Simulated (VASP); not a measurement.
# HfGe (Pm-3m) in VASP: notebook

HfGe is run at these levels: LDA, PBEsol; tasks: single point, relaxation of cell and atoms.

Everything below comes from runs of VASP 6.6.1. Logs are shortened: lines on timing, memory, paths and dates and some standing lists are left out, and cuts for length are marked.

## 1. The cell of the first run

The structure is cubic, space group Pm-3m (No. 221). The conventional cell has a = 3.274 Å, b = 3.274 Å, c = 3.274 Å, α = 90.00°, β = 90.00°, γ = 90.00°. Hf (site symmetry m-3m) has 8 Ge at 2.84 Å and 6 Hf at 3.27 Å within 3.7 Å. Ge (site symmetry m-3m) has 8 Hf at 2.84 Å and 6 Ge at 3.27 Å within 3.7 Å.

## 2. Single point, LDA

The input, INCAR:

```
PREC = Accurate
ENCUT = 520
EDIFF = 1E-6
ISMEAR = -1
SIGMA = 0.05
LREAL = F
LASPH = T
NELM = 60
ALGO = Normal
ISIF = 2
LWAVE = F
LCHARG = F
NBANDS = 19
```

The input, KPOINTS:

```
Automatic mesh
0
Gamma
  8 8 8
```

The input, POSCAR:

```
HfGe
1.0
    3.2744683613      0.0000000000      0.0000000000
    0.0000000000      3.2744683613      0.0000000000
    0.0000000000      0.0000000000      3.2744683613
Hf Ge
1 1
Direct
    0.0000000000      0.0000000000      0.0000000000
    0.5000000000      0.5000000000      0.5000000000
```

Potentials or basis: VASP PAW LDA potentials, release 64 (Hf_pv, Ge_d).

Started as:

```sh
$ cat potpaw_LDA.64/Hf_pv/POTCAR potpaw_LDA.64/Ge_d/POTCAR > POTCAR
$ mpirun -np 1 vasp_std > vasp.out
```

OUTCAR:

```text
PREC = Accurate
   ENCUT = 520
   EDIFF = 1E-6
   ISMEAR = -1
   LREAL = F
   LASPH = T
   NELM = 60
   ISIF = 2

 ion  position               nearest neighbor table
   1  0.000  0.000  0.000-   2 2.84   2 2.84   2 2.84   2 2.84   2 2.84   2 2.84   2 2.84   2 2.84

   2  0.500  0.500  0.500-   1 2.84   1 2.84   1 2.84   1 2.84   1 2.84   1 2.84   1 2.84   1 2.84

  LATTYP: Found a simple cubic cell.
 ALAT       =     3.2744683613

  Lattice vectors:

 A1 = (   3.2744683613,   0.0000000000,   0.0000000000)
 A2 = (   0.0000000000,   3.2744683613,   0.0000000000)
 A3 = (   0.0000000000,   0.0000000000,   3.2744683613)

Analysis of symmetry for initial positions (statically):
=====================================================================
 Subroutine PRICEL returns:
 Original cell was already a primitive cell.

 Routine SETGRP: Setting up the symmetry group for a
 simple cubic supercell.

 Subroutine GETGRP returns: Found 48 space group operations
[... 9 lines left out ...]

 Routine SETGRP: Setting up the symmetry group for a
 simple cubic supercell.

 Subroutine GETGRP returns: Found 48 space group operations
[... 11 lines left out ...]
                                     Primitive cell

  volume of cell :      35.1093

  direct lattice vectors                    reciprocal lattice vectors
     3.274468361  0.000000000  0.000000000     0.305393087  0.000000000  0.000000000
     0.000000000  3.274468361  0.000000000     0.000000000  0.305393087  0.000000000
     0.000000000  0.000000000  3.274468361     0.000000000  0.000000000  0.305393087

  length of vectors
     3.274468361  3.274468361  3.274468361     0.305393087  0.305393087  0.305393087

  position of ions in fractional coordinates (direct lattice)
     0.000000000  0.000000000  0.000000000
     0.500000000  0.500000000  0.500000000

  ion indices of the primitive-cell ions
   primitive index   ion index
                 1           1
                 2           2

----------------------------------------------------------------------------------------

 KPOINTS: Automatic mesh

Automatic generation of k-mesh.
 Grid dimensions read from file:
 generate k-points for:    8    8    8

 Generating k-lattice:

  Cartesian coordinates                     Fractional coordinates (reciprocal lattice)
     0.038174136  0.000000000  0.000000000     0.125000000  0.000000000  0.000000000
     0.000000000  0.038174136  0.000000000     0.000000000  0.125000000  0.000000000
     0.000000000  0.000000000  0.038174136     0.000000000  0.000000000  0.125000000

  Length of vectors
     0.038174136  0.038174136  0.038174136

  Shift w.r.t. Gamma in fractional coordinates (k-lattice)
     0.000000000  0.000000000  0.000000000

 Subroutine IBZKPT returns following result:
 ===========================================

 Found     35 irreducible k-points:

 Following reciprocal coordinates:
            Coordinates               Weight
  0.000000  0.000000  0.000000      1.000000
  0.125000  0.000000  0.000000      6.000000
  0.250000  0.000000  0.000000      6.000000
  0.375000  0.000000  0.000000      6.000000
  0.500000  0.000000  0.000000      3.000000
  0.125000  0.125000  0.000000     12.000000
[... 16 lines left out ...]
  0.375000  0.375000  0.125000     24.000000
  0.500000  0.375000  0.125000     24.000000
 [... further k-points ...]
   k-points           NKPTS =     35   k-points in BZ     NKDIM =     35   number of bands    NBANDS=     19
   number of dos      NEDOS =    301   number of ions     NIONS =      2
   total plane-waves  NPLWV =  13824
   dimension x,y,z NGX =    24 NGY =   24 NGZ =   24
   dimension x,y,z NGXF=    48 NGYF=   48 NGZF=   48
   ions per type =               1   1
   NGX,Y,Z   is equivalent  to a cutoff of  12.18, 12.18, 12.18 a.u.
   NGXF,Y,Z  is equivalent  to a cutoff of  24.37, 24.37, 24.37 a.u.
 SYSTEM =  unknown system
   PREC   = accura    normal or accurate (medium, high low for compatibility)
   ISTART =      0    job   : 0-new  1-cont  2-samecut
   ICHARG =      2    charge: 1-file 2-atom 10-const
   ISPIN  =      1    spin polarized calculation?
   LNONCOLLINEAR =      F non collinear calculations
   LSORBIT =      F    spin-orbit coupling
   LASPH  =      T    aspherical Exc in radial PAW
   ENCUT  =  520.0 eV  38.22 Ry    6.18 a.u.   6.09  6.09  6.09*2*pi/ulx,y,z
   NELM   =     60;   NELMIN=  2; NELMDL= -5     # of ELM steps
   EDIFF  = 0.1E-05   stopping-criterion for ELM
   LREAL  =      F    real-space projection
   EDIFFG = 0.1E-04   stopping-criterion for IOM
   NSW    =      0    number of steps for IOM
   IBRION =     -1    ionic relax: 0-MD 1-quasi-New 2-CG
   NFREE  =      0    steps in history (QN), initial steepest desc. (CG)
   ISIF   =      2    stress and relaxation
   ISYM   =      2    0-nonsym 1-usesym 2-fastsym
   POTIM  = 0.5000    time-step for ionic-motion
   TEBEG  =    0.0;   TEEND  =   0.0 temperature during run
   PSTRESS=    0.0 pullay stress
   NELECT =      24.0000    total number of electrons
   NUPDOWN=      -1.0000    fix difference up-down
   EMIN   =  10.00;   EMAX   =-10.00  energy-range for DOS
   EFERMI =   0.00;   METHOD = LEGACY
   ISMEAR =    -1;   SIGMA  =   0.05  broadening in eV -4-tet -1-fermi 0-gaus
   EFERMI_NEDOS =   21; number of points for ismear=-14 and -15
   IALGO  =     38    algorithm
   IMIX   =      4    mixing-type and parameters
     AMIX     =   0.40;   BMIX     =  1.00
     AMIX_MAG =   1.60;   BMIX_MAG =  1.00
  volume/ion in A,a.u.               =      17.55       118.46
  Fermi-wavevector in a.u.,A,eV,Ry     =   1.442130  2.725231 28.296571  2.079739
  Thomas-Fermi vector in A             =   2.560685
   LORBIT       =      0    0 simple, 1 ext, 2 COOP (PROOUT), +10 PAW based schemes
   GGA     = CA    functional components
   LHFCALC =     F    Hartree Fock is set to
   AEXX    =    0.0000 exact exchange contribution
   IVDW    =     0    specifies the selected vdW correction
   LEPSILON=     F    determine dielectric tensor
   LRPA    =     F    only Hartree local field effects (RPA)
 non-spin polarized calculation
  energy-cutoff  :      520.00
  volume of cell :       35.11
 maximum number of plane-waves:       968
   NGX = 13   NGY = 13   NGZ = 13

 number of electron      24.0000000 magnetization

 Free energy of the ion-electron system (eV)
  ---------------------------------------------------
  ext. energy  EPLUGINS =         0.00000000
  ---------------------------------------------------
  free energy    TOTEN  =       -16.62430245 eV

  energy without entropy =      -16.60566080  energy(sigma->0) =      -16.61498162

 E-fermi :   6.8928     XC(G=0): -12.3175

 val. band max:        6.8760886130   @ k =   0.2500   0.1250   0.0000
 cond. band min:       6.9535850703   @ k =   0.2500   0.2500   0.0000
 fundamental gap:      0.0774964573
 Fermi energy:         6.8927590178

 k-point     1 :       0.0000    0.0000    0.0000
  band No.  band energies     occupation
      1     -23.3606      2.00000
      2     -23.3606      2.00000
      3     -23.3606      2.00000
      4     -17.3073      2.00000
      5     -17.3073      2.00000
      6     -17.2851      2.00000
[... 11 lines left out ...]
     18      12.9180      0.00000
     19      18.9809      0.00000

 k-point     2 :       0.1250    0.0000    0.0000
  band No.  band energies     occupation
      1     -23.4155      2.00000
      2     -23.3565      2.00000
      3     -23.3565      2.00000
      4     -17.3067      2.00000
      5     -17.3001      2.00000
      6     -17.2851      2.00000
[... 11 lines left out ...]
     18      14.0574      0.00000
     19      17.6198      0.00000

 k-point     3 :       0.2500    0.0000    0.0000
  band No.  band energies     occupation
      1     -23.5457      2.00000
      2     -23.3467      2.00000
      3     -23.3467      2.00000
      4     -17.3053      2.00000
      5     -17.2851      2.00000
      6     -17.2851      2.00000
[... 11 lines left out ...]
     18      15.4211      0.00000
     19      15.6636      0.00000

 k-point     4 :       0.3750    0.0000    0.0000
  band No.  band energies     occupation
      1     -23.6726      2.00000
      2     -23.3368      2.00000
      3     -23.3368      2.00000
      4     -17.3039      2.00000
      5     -17.2851      2.00000
      6     -17.2851      2.00000
[... 11 lines left out ...]
     18      14.6821      0.00000
     19      15.8278      0.00000

 k-point     5 :       0.5000    0.0000    0.0000
  band No.  band energies     occupation
      1     -23.7242      2.00000
      2     -23.3328      2.00000
      3     -23.3328      2.00000
      4     -17.3033      2.00000
      5     -17.2851      2.00000
      6     -17.2851      2.00000
[... 11 lines left out ...]
     18      16.1501      0.00000
     19      16.1501      0.00000

 k-point     6 :       0.1250    0.1250    0.0000
  band No.  band energies     occupation
      1     -23.4152      2.00000
      2     -23.4063      2.00000
      3     -23.3523      2.00000
      4     -17.3030      2.00000
      5     -17.2964      2.00000
      6     -17.2872      2.00000
[... 11 lines left out ...]
     18      15.3415      0.00000
     19      17.7031      0.00000

 k-point     7 :       0.2500    0.1250    0.0000
  band No.  band energies     occupation
      1     -23.5395      2.00000
      2     -23.3989      2.00000
      3     -23.3419      2.00000
      4     -17.3007      2.00000
      5     -17.2885      2.00000
      6     -17.2876      2.00000
[... 11 lines left out ...]
     18      15.9695      0.00000
     19      17.1687      0.00000

 k-point     8 :       0.3750    0.1250    0.0000
  band No.  band energies     occupation
      1     -23.6646      2.00000
      2     -23.3874      2.00000
      3     -23.3316      2.00000
      4     -17.2994      2.00000
      5     -17.2893      2.00000
      6     -17.2882      2.00000
[... 256 lines left out ...]
 k-point    20 :       0.2500    0.2500    0.1250
  band No.  band energies     occupation
      1     -23.5253      2.00000
      2     -23.5101      2.00000
      3     -23.3815      2.00000
      4     -17.2946      2.00000
      5     -17.2917      2.00000
      6     -17.2878      2.00000
[... 11 lines left out ...]
     18      15.5956      0.00000
     19      18.2198      0.00000

 k-point    21 :       0.3750    0.2500    0.1250
  band No.  band energies     occupation
      1     -23.6386      2.00000
      2     -23.5021      2.00000
      3     -23.3692      2.00000
      4     -17.3017      2.00000
      5     -17.2923      2.00000
      6     -17.2880      2.00000
[... 11 lines left out ...]
     18      15.2722      0.00000
     19      17.9324      0.00000

 k-point    22 :       0.5000    0.2500    0.1250
  band No.  band energies     occupation
      1     -23.6876      2.00000
      2     -23.4959      2.00000
      3     -23.3641      2.00000
      4     -17.3047      2.00000
      5     -17.2916      2.00000
      6     -17.2892      2.00000
[... 11 lines left out ...]
     18      15.0576      0.00000
     19      16.7626      0.00000

 k-point    23 :       0.3750    0.3750    0.1250
  band No.  band energies     occupation
      1     -23.6234      2.00000
      2     -23.6161      2.00000
      3     -23.3563      2.00000
      4     -17.3080      2.00000
      5     -17.2962      2.00000
      6     -17.2918      2.00000
[... 11 lines left out ...]
     18      14.8485      0.00000
     19      18.1908      0.00000

 k-point    24 :       0.5000    0.3750    0.1250
  band No.  band energies     occupation
      1     -23.6677      2.00000
      2     -23.6120      2.00000
      3     -23.3509      2.00000
      4     -17.3106      2.00000
      5     -17.2961      2.00000
      6     -17.2950      2.00000
[... 11 lines left out ...]
     18      14.2634      0.00000
     19      17.5607      0.00000

 [... further k-points ...]
[... 5 lines left out ...]
  --------------------------------------------------------------------------------------
  -------------------------------------------------------------------------------------
  Total        0.0243140      0.0243140      0.0243140      0.0000000      0.0000000     -0.0000000
  in kB        1.1095442      1.1095442      1.1095442      0.0000000      0.0000000     -0.0000000
  external PRESSURE =       1.1095442 kB  Pullay stress =       0.0000000 kB

 VOLUME and BASIS-vectors are now :
 -----------------------------------------------------------------------------
  energy-cutoff  :      520.00
  volume of cell :       35.11
      direct lattice vectors                 reciprocal lattice vectors
     3.274468361  0.000000000  0.000000000     0.305393087  0.000000000  0.000000000
     0.000000000  3.274468361  0.000000000     0.000000000  0.305393087  0.000000000
     0.000000000  0.000000000  3.274468361     0.000000000  0.000000000  0.305393087

 POSITION                                       TOTAL-FORCE (eV/Angst)
 -----------------------------------------------------------------------------------
      0.00000      0.00000      0.00000         0.000000      0.000000      0.000000
      1.63723      1.63723      1.63723         0.000000      0.000000      0.000000
 -----------------------------------------------------------------------------------
    total drift:                                0.000000      0.000000     -0.000000

  FREE ENERGIE OF THE ION-ELECTRON SYSTEM (eV)
  ---------------------------------------------------
  free  energy   TOTEN  =       -16.6243024480 eV

  energy  without entropy=      -16.6056608000  energy(sigma->0) =      -16.61498162
```

Run time: 7.6 s. Hardware: 1 thread of AMD EPYC 9R45 (Zen 5), shared host; peak memory 0.11 GiB.

What came out:

```yaml
Free_energy: -16.6243 eV
Pressure: 0.1 GPa
Band_gap_on_the_k_mesh: zero (band 12 reaches 9.02 eV, above the bottom of band 13 at 6.38 eV)
```

Caveat: spin-orbit coupling is left out, which moves the levels of the heavy elements.

## 3. Single point, PBEsol

This run uses another cell than the first one, of 18.08 Å³/atom, 1.030 times its volume.

The input, INCAR:

```
PREC = Accurate ; ENCUT = 520
EDIFF = 1E-7 ; ISMEAR = -1
SIGMA = 0.05 ; LREAL = F
LASPH = T ; NELM = 100
ALGO = Normal ; ISIF = 2
LWAVE = F ; LCHARG = F
GGA = PS ; NBANDS = 19
```

The input, KPOINTS:

```
regular mesh
0
Gamma
  8 8 8
```

The input, POSCAR:

```
HfGe
1.0
    3.3066770144      0.0000000000      0.0000000000
    0.0000000000      3.3066770144      0.0000000000
    0.0000000000      0.0000000000      3.3066770144
Hf Ge
1 1
Direct
    0.0000000000      0.0000000000      0.0000000000
    0.5000000000      0.5000000000      0.5000000000
```

Potentials or basis: VASP PAW PBE potentials, release 64 (Hf_pv, Ge_d).

Started as:

```sh
$ cat potpaw_PBE.64/Hf_pv/POTCAR potpaw_PBE.64/Ge_d/POTCAR > POTCAR
$ mpirun -np 1 vasp_std > vasp.out
```

OUTCAR:

```text
PREC = Accurate
   ENCUT = 520
   EDIFF = 1E-7
   ISMEAR = -1
   LREAL = F
   LASPH = T
   NELM = 100
   ISIF = 2
   GGA = PS

 ion  position               nearest neighbor table
   1  0.000  0.000  0.000-   2 2.86   2 2.86   2 2.86   2 2.86   2 2.86   2 2.86   2 2.86   2 2.86

   2  0.500  0.500  0.500-   1 2.86   1 2.86   1 2.86   1 2.86   1 2.86   1 2.86   1 2.86   1 2.86

  LATTYP: Found a simple cubic cell.
 ALAT       =     3.3066770144

  Lattice vectors:

 A1 = (   3.3066770144,   0.0000000000,   0.0000000000)
[... 189 lines left out ...]
      4     -17.3662      2.00000
      5     -17.3662      2.00000
      6     -17.3461      2.00000
[... 505 lines left out ...]
      6     -17.3560      2.00000
[... 11 lines left out ...]
     18      13.8544      0.00000
     19      17.0543      0.00000

 [... further k-points ...]
[... 5 lines left out ...]
  --------------------------------------------------------------------------------------
  -------------------------------------------------------------------------------------
  Total       -0.0821282     -0.0821282     -0.0821282     -0.0000000      0.0000000      0.0000000
  in kB       -3.6393794     -3.6393794     -3.6393794     -0.0000000      0.0000000      0.0000000
  external PRESSURE =      -3.6393794 kB  Pullay stress =       0.0000000 kB

 VOLUME and BASIS-vectors are now :
 -----------------------------------------------------------------------------
  energy-cutoff  :      520.00
  volume of cell :       36.16
      direct lattice vectors                 reciprocal lattice vectors
     3.306677014  0.000000000  0.000000000     0.302418408  0.000000000  0.000000000
     0.000000000  3.306677014  0.000000000     0.000000000  0.302418408  0.000000000
     0.000000000  0.000000000  3.306677014     0.000000000  0.000000000  0.302418408

 POSITION                                       TOTAL-FORCE (eV/Angst)
 -----------------------------------------------------------------------------------
      0.00000      0.00000      0.00000         0.000000      0.000000      0.000000
      1.65334      1.65334      1.65334         0.000000      0.000000      0.000000
 -----------------------------------------------------------------------------------
    total drift:                                0.000000      0.000000      0.000000

  FREE ENERGIE OF THE ION-ELECTRON SYSTEM (eV)
  ---------------------------------------------------
  free  energy   TOTEN  =       -16.1424794502 eV

  energy  without entropy=      -16.1224960115  energy(sigma->0) =      -16.13248773
```

OSZICAR:

```text
N       E                     dE             d eps       ncg     rms          rms(c)
DAV:   1     0.149821798746E+03    0.14982E+03   -0.12439E+04  1516   0.281E+03
DAV:   2    -0.924445928604E+00   -0.15075E+03   -0.14629E+03  1409   0.566E+02
DAV:   3    -0.165330110929E+02   -0.15609E+02   -0.15386E+02  1592   0.105E+02
DAV:   4    -0.168844721656E+02   -0.35146E+00   -0.35075E+00  1595   0.155E+01
DAV:   5    -0.168891355198E+02   -0.46634E-02   -0.46628E-02  1646   0.208E+00    0.404E+01
DAV:   6    -0.162174538936E+02    0.67168E+00   -0.14251E+00  1842   0.575E+00    0.257E+01
DAV:   7    -0.161546849390E+02    0.62769E-01   -0.39773E-01  1741   0.629E+00    0.398E+00
DAV:   8    -0.161429746047E+02    0.11710E-01   -0.39422E-02  1432   0.132E+00    0.478E-01
DAV:   9    -0.161424818912E+02    0.49271E-03   -0.44226E-03  1782   0.935E-01    0.229E-01
DAV:  10    -0.161424796335E+02    0.22577E-05   -0.58820E-05  1455   0.603E-02    0.876E-02
DAV:  11    -0.161424795302E+02    0.10328E-06   -0.10867E-05  1721   0.499E-02    0.113E-02
DAV:  12    -0.161424794246E+02    0.10563E-06   -0.36697E-07  1703   0.787E-03    0.260E-03
DAV:  13    -0.161424794502E+02   -0.25559E-07   -0.37234E-08   827   0.294E-03
   1 F= -.16142479E+02 E0= -.16132488E+02  d E =-.199834E-01
```

Wall time 13 s (1 thread of AMD EPYC 9R45 (Zen 5), shared host); peak memory 0.14 GiB.

What came out:

* Free energy: -16.1425 eV
* Pressure: -0.4 GPa
* Band gap on the k mesh: zero (band 12 reaches 8.70 eV, above the bottom of band 13 at 6.20 eV)

Caveat: the PAW data sets were made with another functional, which shifts forces and pressure a little; spin-orbit coupling is left out, which moves the levels of the heavy elements.

## 4. Single point, PBEsol

This run uses another cell than the first one, of 21.45 Å³/atom, 1.222 times its volume.

The input, INCAR:

```
  PREC = Accurate
  ENCUT = 520
  EDIFF = 1E-6
  ISMEAR = -1
  SIGMA = 0.05
  LREAL = F
  LASPH = T
  NELM = 60
  ALGO = Normal
  ISIF = 2
  LWAVE = F
  LCHARG = F
  GGA = PS
  NBANDS = 19
```

KPOINTS is that of step 3.

The input, POSCAR:

```
HfGe
1.0
    3.5008378700      0.0000000000      0.0000000000
    0.0000000000      3.5008378700      0.0000000000
    0.0000000000      0.0000000000      3.5008378700
Hf Ge
1 1
Direct
    0.0000000000      0.0000000000      0.0000000000
    0.5000000000      0.5000000000      0.5000000000
```

Started as:

```sh
$ cat potpaw_PBE.64/Hf_pv/POTCAR potpaw_PBE.64/Ge_d/POTCAR > POTCAR
$ mpirun -np 1 vasp_std > vasp.out
```

It took 15 s on 1 thread of AMD EPYC 9R45 (Zen 5), shared host; peak memory 0.14 GiB.

Results (log left out):

```yaml
Free_energy: -15.7616 eV
Pressure: -15.3 GPa
Band_gap_on_the_k_mesh: zero (band 12 reaches 6.88 eV, above the bottom of band 13 at 4.88 eV)
```

Levels at points of the mesh, in eV from the Fermi level:
```csv
k point,band 10,band 11,band 12,band 13,band 14,band 15
"(0.00, 0.00, 0.00)",-1.19,-1.19,1.64,1.64,1.64,3.05
"(0.50, 0.00, 0.00)",-5.80,-0.42,-0.36,-0.36,3.32,4.27
"(0.50, 0.50, 0.00)",-2.73,-2.73,-1.75,1.47,1.47,3.23
"(0.50, 0.50, 0.50)",-3.73,-3.73,-3.73,3.21,3.21,3.21
```

Caveat: the PAW data sets were made with another functional, which shifts forces and pressure a little; spin-orbit coupling is left out, which moves the levels of the heavy elements.

(Continued in part 2 of 2.)
